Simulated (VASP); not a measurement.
# InPd2F in VASP: single point with PBE

Aim: the single point of InPd2F with PBE.

All numbers are computed with VASP 6.6.1; they aren't measurements. Logs are shortened: lines on timing, memory, paths and dates and some standing lists are left out, and cuts for length are marked.

### Step 1. The cell of the first run

The cell holds a disordered packing, 4 atoms: a = 3.503 Å, b = 4.857 Å, c = 4.365 Å, α = 98.01°, β = 69.74°, γ = 75.51°.

### Step 2. Single point, PBE, collinear spin, zero start

POSCAR

```
InPd2F
1.0
    3.3252890000      0.5335480000      0.9633890000
    0.5496430000      4.8236980000     -0.1510270000
    0.4274000000     -0.5264720000      4.3115020000
Pd In F
2 1 1
Direct
    0.0683070000      0.5852640000      0.2320670000
    0.6126290000      0.8671970000      0.9045630000
    0.1526530000      0.1582650000      0.5797240000
    0.3546340000      0.5535530000      0.6813630000
```

INCAR.step1

```
PREC = Accurate
ENCUT = 520
EDIFF = 1E-6
ISMEAR = 1
SIGMA = 0.2661
LREAL = False
LASPH = True
NELM = 150
ALGO = Normal
ISIF = 2
LWAVE = False
LCHARG = True
ISPIN = 2
MAGMOM = 0 0 0 0
LMAXMIX = 4
GGA = PE
NBANDS = 32
```

KPOINTS.step1

```
Automatic mesh
0
Gamma
  6 4 5
  0.5 0 0.5
```

INCAR.step2

```
PREC = Accurate
ENCUT = 520
EDIFF = 1E-6
ISMEAR = -5
SIGMA = 0.2661
LREAL = False
LASPH = True
NELM = 150
ALGO = Normal
ISIF = 2
LWAVE = False
LCHARG = False
ISPIN = 2
MAGMOM = 0 0 0 0
LORBIT = 10
LMAXMIX = 4
GGA = PE
NBANDS = 32
NEDOS = 1001
ICHARG = 11
```

KPOINTS.step2

```
Automatic mesh
0
Gamma
  9 6 8
```

Potentials or basis: VASP PAW PBE potentials, release 64 (Pd, In_d, F).

Command:

```console
> cat potpaw_PBE.64/Pd/POTCAR potpaw_PBE.64/In_d/POTCAR potpaw_PBE.64/F/POTCAR > POTCAR
> cp INCAR.step1 INCAR
> cp KPOINTS.step1 KPOINTS
> mpirun -np 1 vasp_std > vasp.out
> cp INCAR.step2 INCAR
> cp KPOINTS.step2 KPOINTS
> mpirun -np 1 vasp_std > vasp.out
```

OUTCAR:

```text
PREC = Accurate
   ENCUT = 520
   EDIFF = 1E-6
   ISMEAR = -5
   LREAL = False
   LASPH = True
   NELM = 150
   ISIF = 2
   ISPIN = 2
   LORBIT = 10
   GGA = PE
   ICHARG = 11

 ion  position               nearest neighbor table
   1  0.068  0.585  0.232-   4 2.23   4 2.50   4 2.65   2 2.74   2 2.74   3 2.75   2 2.75   3 3.11
                             3 3.16   2 3.35   3 3.36   3 3.71
   2  0.613  0.867  0.905-   4 2.23   4 2.42   1 2.74   1 2.74   1 2.75   3 2.76   3 2.76   3 2.77
                             3 3.31   1 3.35
   3  0.153  0.158  0.580-   4 2.25   1 2.75   2 2.76   2 2.76   2 2.77   4 2.81   1 3.11   1 3.16
                             2 3.31   1 3.36   1 3.71
   4  0.355  0.554  0.681-   1 2.23   2 2.23   3 2.25   2 2.42   1 2.50   1 2.65   3 2.81

  LATTYP: Found a triclinic cell.
 ALAT       =     4.8572604395
 B/A-ratio  =     1.9905524714
 C/A-ratio  =     1.1257725868
 COS(alpha) =     0.0026718318
 COS(beta)  =     0.6167582779
 COS(gamma) =     0.7465559471

  Lattice vectors:

 A1 = (  -0.5496430000,  -4.8236980000,   0.1510270000)
 A2 = (  -6.7728210000,  -6.4172660000,   2.5357510000)
 A3 = (   2.3482460000,  -3.7636780000,  -3.1970860000)

Analysis of symmetry for initial positions (statically):
=====================================================================
 Subroutine PRICEL returns:
 Original cell was already a primitive cell.

 Routine SETGRP: Setting up the symmetry group for a
 triclinic supercell.

 Subroutine GETGRP returns: Found  1 space group operations
 (whereof  1 operations were pure point group operations)
 out of a pool of  2 trial point group operations.

The static configuration has the point symmetry C_1 .

Analysis of symmetry for dynamics (positions and initial velocities):
=====================================================================
 Subroutine PRICEL returns:
 Original cell was already a primitive cell.

 Routine SETGRP: Setting up the symmetry group for a
 triclinic supercell.

 Subroutine GETGRP returns: Found  1 space group operations
 (whereof  1 operations were pure point group operations)
 out of a pool of  2 trial point group operations.

The dynamic configuration has the point symmetry C_1 .

Analysis of structural, dynamic, and magnetic symmetry:
=====================================================================
 Subroutine PRICEL returns:
 Original cell was already a primitive cell.

 Routine SETGRP: Setting up the symmetry group for a
 triclinic supercell.

 Subroutine GETGRP returns: Found  1 space group operations
 (whereof  1 operations were pure point group operations)
 out of a pool of  2 trial point group operations.

The overall configuration has the point symmetry C_1 .

 Subroutine INISYM returns: Found  1 space group operations
 (whereof  1 operations are pure point group operations),
 and found     1 'primitive' translations

----------------------------------------------------------------------------------------

                                     Primitive cell

  volume of cell :      65.3291

  direct lattice vectors                    reciprocal lattice vectors
     3.325289000  0.533548000  0.963389000     0.317130689 -0.037262640 -0.035987318
     0.549643000  4.823698000 -0.151027000    -0.042976090  0.213155107  0.030288326
     0.427400000 -0.526472000  4.311502000    -0.072367070  0.015792778  0.241039930

  length of vectors
     3.502904333  4.857260440  4.364503754     0.321333885  0.219543678  0.252163940

  position of ions in fractional coordinates (direct lattice)
     0.068307000  0.585264000  0.232067000
     0.612629000  0.867197000  0.904563000
     0.152653000  0.158265000  0.579724000
     0.354634000  0.553553000  0.681363000

  ion indices of the primitive-cell ions
   primitive index   ion index
                 1           1
                 2           2
                 3           3
                 4           4

----------------------------------------------------------------------------------------

 KPOINTS: Automatic mesh

Automatic generation of k-mesh.
 Grid dimensions read from file:
 generate k-points for:    9    6    8

 Generating k-lattice:

  Cartesian coordinates                     Fractional coordinates (reciprocal lattice)
     0.035236743 -0.004140293 -0.003998591     0.111111111  0.000000000  0.000000000
    -0.007162682  0.035525851  0.005048054    -0.000000000  0.166666667 -0.000000000
    -0.009045884  0.001974097  0.030129991    -0.000000000 -0.000000000  0.125000000

  Length of vectors
     0.035703765  0.036590613  0.031520492

  Shift w.r.t. Gamma in fractional coordinates (k-lattice)
     0.000000000  0.000000000  0.000000000

 TETIRR: Found   1296 inequivalent tetrahedra from     2592

 Subroutine IBZKPT returns following result:
 ===========================================

 Found    218 irreducible k-points:

 Following reciprocal coordinates:
            Coordinates               Weight
  0.000000  0.000000  0.000000      1.000000
  0.111111 -0.000000  0.000000      2.000000
  0.222222 -0.000000  0.000000      2.000000
  0.333333 -0.000000 -0.000000      2.000000
  0.444444 -0.000000  0.000000      2.000000
 -0.000000  0.166667  0.000000      2.000000
[... 16 lines left out ...]
 -0.111111  0.333333  0.000000      2.000000
  0.000000  0.500000  0.000000      1.000000
 [... further k-points ...]
   k-points           NKPTS =    218   k-points in BZ     NKDIM =    218   number of bands    NBANDS=     32
   number of dos      NEDOS =   1001   number of ions     NIONS =      4
   total plane-waves  NPLWV =  32256
   dimension x,y,z NGX =    28 NGY =   36 NGZ =   32
   dimension x,y,z NGXF=    56 NGYF=   72 NGZF=   64
   ions per type =               2   1   1
   NGX,Y,Z   is equivalent  to a cutoff of  13.29, 12.32, 12.19 a.u.
   NGXF,Y,Z  is equivalent  to a cutoff of  26.58, 24.64, 24.38 a.u.
 SYSTEM =  unknown system
   PREC   = accura    normal or accurate (medium, high low for compatibility)
   ISTART =      0    job   : 0-new  1-cont  2-samecut
   ICHARG =     11    charge: 1-file 2-atom 10-const
   ISPIN  =      2    spin polarized calculation?
   LNONCOLLINEAR =      F non collinear calculations
   LSORBIT =      F    spin-orbit coupling
   LASPH  =      T    aspherical Exc in radial PAW
   ENCUT  =  520.0 eV  38.22 Ry    6.18 a.u.   6.51  9.03  8.12*2*pi/ulx,y,z
   NELM   =    150;   NELMIN=  2; NELMDL=  0     # of ELM steps
   EDIFF  = 0.1E-05   stopping-criterion for ELM
   LREAL  =      F    real-space projection
   EDIFFG = 0.1E-04   stopping-criterion for IOM
   NSW    =      0    number of steps for IOM
   IBRION =     -1    ionic relax: 0-MD 1-quasi-New 2-CG
   NFREE  =      0    steps in history (QN), initial steepest desc. (CG)
   ISIF   =      2    stress and relaxation
   ISYM   =      2    0-nonsym 1-usesym 2-fastsym
   POTIM  = 0.5000    time-step for ionic-motion
   TEBEG  =    0.0;   TEEND  =   0.0 temperature during run
   PSTRESS=    0.0 pullay stress
   NELECT =      40.0000    total number of electrons
   NUPDOWN=      -1.0000    fix difference up-down
   EMIN   =  10.00;   EMAX   =-10.00  energy-range for DOS
   EFERMI =   0.00;   METHOD = LEGACY
   ISMEAR =    -5;   SIGMA  =   0.27  broadening in eV -4-tet -1-fermi 0-gaus
   EFERMI_NEDOS =   21; number of points for ismear=-14 and -15
   IALGO  =     38    algorithm
   IMIX   =      4    mixing-type and parameters
     AMIX     =   0.40;   BMIX     =  1.00
     AMIX_MAG =   1.60;   BMIX_MAG =  1.00
  volume/ion in A,a.u.               =      16.33       110.22
  Fermi-wavevector in a.u.,A,eV,Ry     =   1.390142  2.626988 26.293192  1.932495
  Thomas-Fermi vector in A             =   2.514105
   LORBIT       =     10    0 simple, 1 ext, 2 COOP (PROOUT), +10 PAW based schemes
   GGA     = PE    functional components
   LHFCALC =     F    Hartree Fock is set to
   AEXX    =    0.0000 exact exchange contribution
   IVDW    =     0    specifies the selected vdW correction
   LEPSILON=     F    determine dielectric tensor
   LRPA    =     F    only Hartree local field effects (RPA)
 spin polarized calculation
 Fermi weights with tetrahedron method with Bloechl corrections
  energy-cutoff  :      520.00
  volume of cell :       65.33
 maximum number of plane-waves:      1780
 NGX is ok and might be reduce to    28

 number of electron      40.0000005 magnetization      -0.0000003

 Free energy of the ion-electron system (eV)
  ---------------------------------------------------
  ext. energy  EPLUGINS =         0.00000000
  ---------------------------------------------------
  free energy    TOTEN  =       -16.23870956 eV

  energy without entropy =      -16.23870956  energy(sigma->0) =      -16.23870956

 E-fermi :   7.4190     XC(G=0): -11.5080

 val. band max:        7.4545895916   @ k =   0.3333   0.5000   0.5000
 cond. band min:       7.2722727604   @ k =   0.1111   0.3333   0.5000
 fundamental gap:     -0.1823168312
 Fermi energy:         7.4189534004

 spin component 1

 k-point     1 :       0.0000    0.0000    0.0000
  band No.  band energies     occupation
      1     -16.9598      1.00000
      2      -6.9073      1.00000
      3      -6.8013      1.00000
      4      -6.7720      1.00000
      5      -6.7318      1.00000
      6      -6.7206      1.00000
[... 829 lines left out ...]
     31      21.2711      0.00000
     32      22.0323      0.00000

 [... further k-points ...]

 spin component 2

 k-point     1 :       0.0000    0.0000    0.0000
  band No.  band energies     occupation
      1     -16.9598      1.00000
      2      -6.9073      1.00000
      3      -6.8013      1.00000
      4      -6.7720      1.00000
      5      -6.7318      1.00000
      6      -6.7206      1.00000
[... 829 lines left out ...]
     31      21.2711      0.00000
     32      22.0323      0.00000

 [... further k-points ...]
[... 5 lines left out ...]
  --------------------------------------------------------------------------------------
  -------------------------------------------------------------------------------------
  Total        2.9901511      1.8103628      3.6913673      1.3585703     -0.0897662      0.8374559
  in kB       73.3325600     44.3986047     90.5296761     33.3185282     -2.2014886     20.5383554
  external PRESSURE =      69.4202802 kB  Pullay stress =       0.0000000 kB

 VOLUME and BASIS-vectors are now :
 -----------------------------------------------------------------------------
  energy-cutoff  :      520.00
  volume of cell :       65.33
      direct lattice vectors                 reciprocal lattice vectors
     3.325289000  0.533548000  0.963389000     0.317130689 -0.037262640 -0.035987318
     0.549643000  4.823698000 -0.151027000    -0.042976090  0.213155107  0.030288326
     0.427400000 -0.526472000  4.311502000    -0.072367070  0.015792778  0.241039930

 POSITION                                       TOTAL-FORCE (eV/Angst)
 -----------------------------------------------------------------------------------
      0.64801      2.73741      0.97797        -0.338627     -0.003461      0.390029
      2.90043      4.03374      4.35926        -0.178934      1.864598      0.639794
      0.84238      0.53966      2.62264        -0.137474     -0.899006     -0.136262
      1.77473      2.50067      3.19575         0.655036     -0.962131     -0.893561
 -----------------------------------------------------------------------------------
    total drift:                               -0.001625      0.003897      0.001926

  FREE ENERGIE OF THE ION-ELECTRON SYSTEM (eV)
  ---------------------------------------------------
  free  energy   TOTEN  =       -16.2387095597 eV

  energy  without entropy=      -16.2387095597  energy(sigma->0) =      -16.23870956

 total charge

# of ion       s       p       d       tot
------------------------------------------
    1        0.333   0.267   8.665   9.265
    2        0.393   0.336   8.662   9.390
    3        0.909   0.518   9.902  11.330
    4        1.767   4.288   0.000   6.055
--------------------------------------------------
tot          3.402   5.409  27.229  36.040

 magnetization (x)

# of ion       s       p       d       tot
------------------------------------------
    1       -0.000   0.000   0.000   0.000
    2        0.000   0.000   0.000   0.000
    3        0.000  -0.000   0.000   0.000
    4       -0.000   0.000   0.000   0.000
--------------------------------------------------
tot          0.000   0.000   0.000   0.000
```

Wall time 5.4 min (1 thread of Intel Xeon 6975P-C (Granite Rapids), shared host); peak memory 0.71 GiB.

What came out:

```
Net moment                                            : 0.00 μB per cell
Valence electrons inside the program's atomic spheres : Pd 9.27, 9.39; In 11.33; F 6.05
```

Caveat: spin-orbit coupling is left out, which moves the levels of the heavy elements; tetrahedron occupations give inexact forces and stress in metals.
